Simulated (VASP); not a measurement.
# MgBe2Te3 (P6/mmm) in VASP: notebook, part 2 of 2

VASP 6.6.1.

### Step 5. Relaxation of cell and atoms, PBE

This run uses another cell than the first one, of 30.77 Å³/atom, 1.314 times its volume.

INCAR

```
SYSTEM = MgBe2Te3
ALGO = Normal ; EDIFF = 1E-6
EDIFFG = -0.01 ; ENCUT = 600
GGA = PE ; IBRION = 2
ISIF = 3 ; ISMEAR = 0
LASPH = .TRUE. ; LCHARG = .FALSE.
LREAL = .FALSE. ; LWAVE = .FALSE.
NELM = 80 ; NSW = 100
PREC = Accurate ; SIGMA = 0.1
```

KPOINTS

```
k-points
0
G
  6 6 12
  0 0 0
```

POSCAR

```
MgBe2Te3
1.0
    8.0153778471      0.0000000000      0.0000000000
   -4.0076889236      6.9415208365      0.0000000000
    0.0000000000      0.0000000000      3.3181177732
Mg Be Te
1 2 3
Direct
    0.0000000000      0.0000000000      0.5000000000
    0.3333333333      0.6666666667      0.0000000000
    0.6666666667      0.3333333333      0.0000000000
    0.5000000000      0.0000000000      0.0000000000
    0.0000000000      0.5000000000      0.0000000000
    0.5000000000      0.5000000000      0.0000000000
```

Potentials or basis: VASP PAW PBE potentials, release 64 (Mg, Be, Te).

Started as:

```bash
> cat potpaw_PBE.64/Mg/POTCAR potpaw_PBE.64/Be/POTCAR potpaw_PBE.64/Te/POTCAR > POTCAR
> mpirun -np 1 vasp_std > vasp.out
```

OUTCAR:

```text
SYSTEM = MgBe2Te3
   EDIFF = 1E-6
   EDIFFG = -0.01
   ENCUT = 600
   GGA = PE
   IBRION = 2
   ISIF = 3
   ISMEAR = 0
   LASPH = .TRUE.
   LREAL = .FALSE.
   NELM = 80
   NSW = 100
   PREC = Accurate

 ion  position               nearest neighbor table
   1  0.000  0.000  0.500-
   2  0.333  0.667  0.000-   5 2.31   4 2.31   6 2.31
   3  0.667  0.333  0.000-   5 2.31   4 2.31   6 2.31
   4  0.500  0.000  0.000-   2 2.31   3 2.31
   5  0.000  0.500  0.000-   2 2.31   3 2.31
   6  0.500  0.500  0.000-   2 2.31   3 2.31

  LATTYP: Found a hexagonal cell.
 ALAT       =     8.0153778471
 C/A-ratio  =     0.4139689777

  Lattice vectors:

 A1 = (   8.0153778471,   0.0000000000,   0.0000000000)
 A2 = (  -4.0076889236,   6.9415208365,   0.0000000000)
 A3 = (   0.0000000000,   0.0000000000,   3.3181177732)

Analysis of symmetry for initial positions (statically):
=====================================================================
 Subroutine PRICEL returns:
 Original cell was already a primitive cell.

 Routine SETGRP: Setting up the symmetry group for a
 hexagonal supercell.

 Subroutine GETGRP returns: Found 24 space group operations
 (whereof 24 operations were pure point group operations)
 out of a pool of 24 trial point group operations.

The static configuration has the point symmetry D_6h.

Analysis of symmetry for dynamics (positions and initial velocities):
=====================================================================
 Subroutine PRICEL returns:
 Original cell was already a primitive cell.

 Routine SETGRP: Setting up the symmetry group for a
 hexagonal supercell.

 Subroutine GETGRP returns: Found 24 space group operations
 (whereof 24 operations were pure point group operations)
 out of a pool of 24 trial point group operations.

The dynamic configuration has the point symmetry D_6h.

 Subroutine INISYM returns: Found 24 space group operations
 (whereof 24 operations are pure point group operations),
 and found     1 'primitive' translations

----------------------------------------------------------------------------------------

                                     Primitive cell

  volume of cell :     184.6165

  direct lattice vectors                    reciprocal lattice vectors
     8.015377847  0.000000000  0.000000000     0.124760182  0.072030325  0.000000000
    -4.007688924  6.941520836  0.000000000     0.000000000  0.144060649  0.000000000
     0.000000000  0.000000000  3.318117773     0.000000000  0.000000000  0.301375680

  length of vectors
     8.015377847  8.015377847  3.318117773     0.144060649  0.144060649  0.301375680

  position of ions in fractional coordinates (direct lattice)
     0.000000000  0.000000000  0.500000000
     0.333333333  0.666666667  0.000000000
     0.666666667  0.333333333  0.000000000
     0.500000000  0.000000000  0.000000000
     0.000000000  0.500000000  0.000000000
     0.500000000  0.500000000  0.000000000

  ion indices of the primitive-cell ions
   primitive index   ion index
[... 39 lines left out ...]
  0.166667  0.166667  0.000000      6.000000
  0.333333  0.166667  0.000000     12.000000
[... 16 lines left out ...]
  0.166667  0.000000  0.250000     12.000000
  0.333333  0.000000  0.250000     12.000000
 [... further k-points ...]
   k-points           NKPTS =     49   k-points in BZ     NKDIM =     49   number of bands    NBANDS=     16
   number of dos      NEDOS =    301   number of ions     NIONS =      6
   total plane-waves  NPLWV = 114688
   dimension x,y,z NGX =    64 NGY =   64 NGZ =   28
   dimension x,y,z NGXF=   128 NGYF=  128 NGZF=   56
   ions per type =               1   2   3
   NGX,Y,Z   is equivalent  to a cutoff of  13.27, 13.27, 14.03 a.u.
   NGXF,Y,Z  is equivalent  to a cutoff of  26.55, 26.55, 28.06 a.u.
 SYSTEM =  MgBe2Te3
   PREC   = accura    normal or accurate (medium, high low for compatibility)
   ISTART =      0    job   : 0-new  1-cont  2-samecut
   ICHARG =      2    charge: 1-file 2-atom 10-const
   ISPIN  =      1    spin polarized calculation?
   LNONCOLLINEAR =      F non collinear calculations
   LSORBIT =      F    spin-orbit coupling
   LASPH  =      T    aspherical Exc in radial PAW
   ENCUT  =  600.0 eV  44.10 Ry    6.64 a.u.  16.01 16.01  6.63*2*pi/ulx,y,z
   NELM   =     80;   NELMIN=  2; NELMDL= -5     # of ELM steps
   EDIFF  = 0.1E-05   stopping-criterion for ELM
   LREAL  =      F    real-space projection
   EDIFFG = -.1E-01   stopping-criterion for IOM
   NSW    =    100    number of steps for IOM
   IBRION =      2    ionic relax: 0-MD 1-quasi-New 2-CG
   NFREE  =      1    steps in history (QN), initial steepest desc. (CG)
   ISIF   =      3    stress and relaxation
   ISYM   =      2    0-nonsym 1-usesym 2-fastsym
   POTIM  = 0.5000    time-step for ionic-motion
   TEBEG  =    0.0;   TEEND  =   0.0 temperature during run
   PSTRESS=    0.0 pullay stress
   NELECT =      24.0000    total number of electrons
   NUPDOWN=      -1.0000    fix difference up-down
   EMIN   =  10.00;   EMAX   =-10.00  energy-range for DOS
   EFERMI =   0.00;   METHOD = LEGACY
   ISMEAR =     0;   SIGMA  =   0.10  broadening in eV -4-tet -1-fermi 0-gaus
   EFERMI_NEDOS =   21; number of points for ismear=-14 and -15
   IALGO  =     38    algorithm
   IMIX   =      4    mixing-type and parameters
     AMIX     =   0.40;   BMIX     =  1.00
     AMIX_MAG =   1.60;   BMIX_MAG =  1.00
  volume/ion in A,a.u.               =      30.77       207.64
  Fermi-wavevector in a.u.,A,eV,Ry     =   0.829319  1.567186  9.357686  0.687770
  Thomas-Fermi vector in A             =   1.941846
   LORBIT       =      0    0 simple, 1 ext, 2 COOP (PROOUT), +10 PAW based schemes
   GGA     = PE    functional components
   LHFCALC =     F    Hartree Fock is set to
   AEXX    =    0.0000 exact exchange contribution
   IVDW    =     0    specifies the selected vdW correction
   LEPSILON=     F    determine dielectric tensor
   LRPA    =     F    only Hartree local field effects (RPA)
 conjugate gradient relaxation of ions
 non-spin polarized calculation
 Gauss-broadening in eV      SIGMA  =   0.10
  energy-cutoff  :      600.00
  volume of cell :      184.62
 maximum number of plane-waves:      6210
   NGX = 33   NGY = 33   NGZ = 13

--------------------------------------- Ionic step        1  -------------------------------------------

 number of electron      24.0000001 magnetization

 Free energy of the ion-electron system (eV)
  ---------------------------------------------------
  ext. energy  EPLUGINS =         0.00000000
  ---------------------------------------------------
  free energy    TOTEN  =       -16.33812566 eV

  energy without entropy =      -16.31862950  energy(sigma->0) =      -16.32837758

------------------------ aborting loop because EDIFF is reached ----------------------------------------

  FORCE on cell =-STRESS in cart. coord.  units (eV):
  Direction    XX          YY          ZZ          XY          YZ          ZX
  --------------------------------------------------------------------------------------
  -------------------------------------------------------------------------------------
  Total        0.6208666      0.6208666     -1.7650802     -0.0000000     -0.0000000     -0.0000000
  in kB        5.3881350      5.3881350    -15.3180889     -0.0000000     -0.0000000     -0.0000000
  external PRESSURE =      -1.5139396 kB  Pullay stress =       0.0000000 kB
[... 227 lines left out ...]
--------------------------------------- Ionic step        7  -------------------------------------------

 number of electron      24.0000002 magnetization

 Free energy of the ion-electron system (eV)
  ---------------------------------------------------
  ext. energy  EPLUGINS =         0.00000000
  ---------------------------------------------------
  free energy    TOTEN  =       -16.37556044 eV

  energy without entropy =      -16.36259038  energy(sigma->0) =      -16.36907541

 E-fermi :   3.5683     XC(G=0):  -8.1137

 val. band max:        3.5430676556   @ k =   0.1667   0.0000   0.1667
 cond. band min:       3.5830062123   @ k =   0.0000   0.0000   0.3333
 fundamental gap:      0.0399385567
 Fermi energy:         3.5683377551

 k-point     1 :       0.0000    0.0000    0.0000
  band No.  band energies     occupation
      1      -9.1175      2.00000
      2      -8.3469      2.00000
      3      -8.3469      2.00000
      4      -3.4897      2.00000
      5      -1.1873      2.00000
      6      -1.1873      2.00000
[... 433 lines left out ...]
      3      -7.6764      2.00000
      4      -2.3551      2.00000
      5      -0.9769      2.00000
      6      -0.3605      2.00000
[... 8 lines left out ...]
     15       5.2506      0.00000
     16       6.2357      0.00000

 [... further k-points ...]

------------------------ aborting loop because EDIFF is reached ----------------------------------------

  FORCE on cell =-STRESS in cart. coord.  units (eV):
  Direction    XX          YY          ZZ          XY          YZ          ZX
  --------------------------------------------------------------------------------------
  -------------------------------------------------------------------------------------
  Total       -0.0155963     -0.0155963      0.0193757      0.0000000     -0.0000000      0.0000000
  in kB       -0.1381815     -0.1381815      0.1716670      0.0000000     -0.0000000      0.0000000
  external PRESSURE =      -0.0348986 kB  Pullay stress =       0.0000000 kB
[... 21 lines left out ...]
  FREE ENERGIE OF THE ION-ELECTRON SYSTEM (eV)
  ---------------------------------------------------
  free  energy   TOTEN  =       -16.3755604441 eV

  energy  without entropy=      -16.3625903828  energy(sigma->0) =      -16.36907541

 reached required accuracy - stopping structural energy minimisation
```

Wall time 15 min (1 thread of AMD EPYC 7R13, shared host); peak memory 0.47 GiB.

What came out:

* Free energy: -16.3756 eV
* Relaxed volume: 30.14 Å³/atom
* Relaxed cell: a = 8.064 Å, b = 8.064 Å, c = 3.211 Å, α = 90.00°, β = 90.00°, γ = 120.00°
* Space group after relaxing (to 0.05 Å): P6/mmm (No. 191)
* Energy gained by relaxing: 6.2 meV/atom
* Ionic steps: 7
* Pressure after relaxing: 0.0 GPa
* Band gap on the k mesh: zero (band 12 reaches 5.13 eV, above the bottom of band 13 at 2.59 eV)

Step by step:
```csv
step,energy change (eV),largest force (eV/Å),pressure (GPa),volume (Å³)
1,0.0000,0.0000,-0.15,184.62
2,-0.0252,0.0000,-0.33,183.82
3,-0.0345,0.0000,-0.38,182.83
4,-0.0348,0.0000,-0.39,182.99
5,-0.0372,0.0000,0.05,180.47
6,-0.0373,0.0000,-0.02,180.83
7,-0.0374,0.0000,0.00,180.83
```

Final structure:
```xyz
6
Lattice="8.0636 0.0000 0.0000 -4.0318 6.9833 0.0000 0.0000 0.0000 3.2114" Properties=species:S:1:pos:R:3 pbc="T T T"
Mg    0.0000    0.0000    1.6057
Be    0.0000    4.6555    0.0000
Be    4.0318    2.3278    3.2114
Te    4.0318    0.0000    0.0000
Te   -2.0159    3.4916    0.0000
Te    2.0159    3.4916    0.0000
```

Caveat: spin-orbit coupling is left out, which moves the levels of the heavy elements.

### Step 6. The runs side by side

```tsv
task	cell	k mesh	cutoff (eV)	gap on the mesh (eV)	pressure (GPa)	relaxed volume (Å³/atom)
relaxation of cell and atoms	relaxed from a = 6.187, b = 6.187, c = 4.239 Å, angles 90.0, 90.0, 120.0°, 6 atoms	3 × 3 × 4	600	none	0.0	29.71
single point	a = 8.053, b = 8.053, c = 3.215 Å, angles 90.0, 90.0, 120.0°, 6 atoms	6 × 6 × 12	520	none	0.1	-
relaxation of cell and atoms	relaxed from a = 8.034, b = 8.034, c = 3.210 Å, angles 90.0, 90.0, 120.0°, 6 atoms	3 × 3 × 6	600	none	-0.1	30.65
relaxation of cell and atoms	relaxed from a = 8.015, b = 8.015, c = 3.318 Å, angles 90.0, 90.0, 120.0°, 6 atoms	6 × 6 × 12	600	none	0.0	30.14
```

Alike in all rows: level PBE; potentials or basis VASP PAW PBE potentials, release 64 (Mg, Be, Te); no spin polarisation; smearing gaussian 0.1 eV.

Caveats: some runs use coarse meshes; spin-orbit coupling is left out, which moves the levels of the heavy elements; the volume moved by over 15 % at a fixed basis, so the end points are rough (some runs).

Total energies depend on the potentials used, so only differences within one code and one set of settings carry meaning.
